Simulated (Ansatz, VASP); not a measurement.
## MnSi6 in VASP and in Ansatz

The input INCAR:

```
PREC     = Accurate       # precision mode
ENCUT    = 600            # plane-wave cutoff, eV
EDIFF    = 1E-6           # SCF threshold, eV
ISMEAR   = 0              # smearing method
SIGMA    = 0.1            # smearing width, eV
LREAL    = False          # projectors in reciprocal space
LASPH    = True           # aspherical terms in the spheres
NELM     = 150            # most SCF steps
ALGO     = Normal         # electronic algorithm
ISIF     = 3              # what is computed and relaxed
LWAVE    = False          # write WAVECAR
LCHARG   = False          # write CHGCAR
ISPIN    = 2              # spin polarisation
MAGMOM   = 4 0 0 0 0 0 0  # initial moments
LORBIT   = 11             # projections on sites
LMAXMIX  = 4              # l up to which the mixer works
GGA      = PE             # functional
IBRION   = 2              # ionic algorithm
NSW      = 90             # ionic steps
EDIFFG   = -0.04          # ionic threshold
```

File KPOINTS:

```
regular mesh
0
Gamma
  4 4 4
```

Contents of POSCAR:

```
MnSi6
1.0
    4.6666436900      0.0000000000      0.0000000000
    0.0000000000      4.6666436900      0.0000000000
    0.0000000000      0.0000000000      4.6666436900
Mn Si
1 6
Direct
    0.0000000000      0.0000000000      0.0000000000
    0.8011341100      0.5000000000      0.5000000000
    0.1988658900      0.5000000000      0.5000000000
    0.5000000000      0.5000000000      0.8011341100
    0.5000000000      0.5000000000      0.1988658900
    0.5000000000      0.1988658900      0.5000000000
    0.5000000000      0.8011341100      0.5000000000
```

Input for Ansatz:

```yaml
crystal:
  lattice:
    - [4.66664369, 0.0, 0.0]
    - [0.0, 4.66664369, 0.0]
    - [0.0, 0.0, 4.66664369]
  atoms:
    - { symbol: Mn, position: [0.0, 0.0, 0.0], spin: 4.0 }
    - { symbol: Si, position: [0.80113411, 0.5, 0.5] }
    - { symbol: Si, position: [0.19886589, 0.5, 0.5] }
    - { symbol: Si, position: [0.5, 0.5, 0.80113411] }
    - { symbol: Si, position: [0.5, 0.5, 0.19886589] }
    - { symbol: Si, position: [0.5, 0.19886589, 0.5] }
    - { symbol: Si, position: [0.5, 0.80113411, 0.5] }
basis:
  ecutwfc: 420
kpoints:
  mp_grid: { grid: [4, 4, 4] }
hamiltonian:
  xc: pbe
scf:
  occupations: { method: gaussian, width: 0.1 }
  lower_state_search: "off"
output:
  forces: true
  stress: true
  eigenvalues: true
  populations: true
magnetization:
  spin_polarized: true
relax:
  adjacent_minimum: "off"
  f_tol: 0.04
  max_steps: 70
  cell: { stress_tol: 0.4 }
```

Change from the starting cell: species swapped into the YB6 type (Pm-3m, No. 221).

Alike in both runs: task relaxation of cell and atoms; functional PBE; k mesh 4 × 4 × 4; occupations gaussian, width 0.1 eV; collinear spin.

|  | VASP | Ansatz |
| --- | --- | --- |
| version | VASP 6.6.1 | Ansatz 0.2.0 |
| potentials or method | VASP PAW PBE potentials, release 64 (Mn_pv, Si), cutoff 600 eV | scalar-relativistic, plane waves, PAW |
| valence electrons in the cell | 37 | 39 |

|  | VASP | Ansatz | Ansatz less VASP |
| --- | --- | --- | --- |
| gap on the k mesh at the Fermi level, each at its own relaxed structure (eV) | none | none | - |
| net moment per atom (μB) | 0.69 | 0.69 | +0.001 |
| size of the moment on the site where the two differ most (μB) | 4.58 | 5.00 | +0.417 |
| relaxed volume (Å³/atom) | 27.39 | 27.55 | +0.157 |
| relaxed length of the cell vector where the two differ most in proportion (Å) | 5.766 | 5.777 | +0.0110 |

Site moments also hang on the region over which each program counts them. A gap of «none» marks a metal or a gap that the smearing closes. VASP's potentials hold 37 valence electrons a cell and Ansatz's 39, so a difference there can come from the potentials and not from the codes.

Noted on VASP's run: the volume moved by over 15 % at a fixed basis, so the end points are rough.
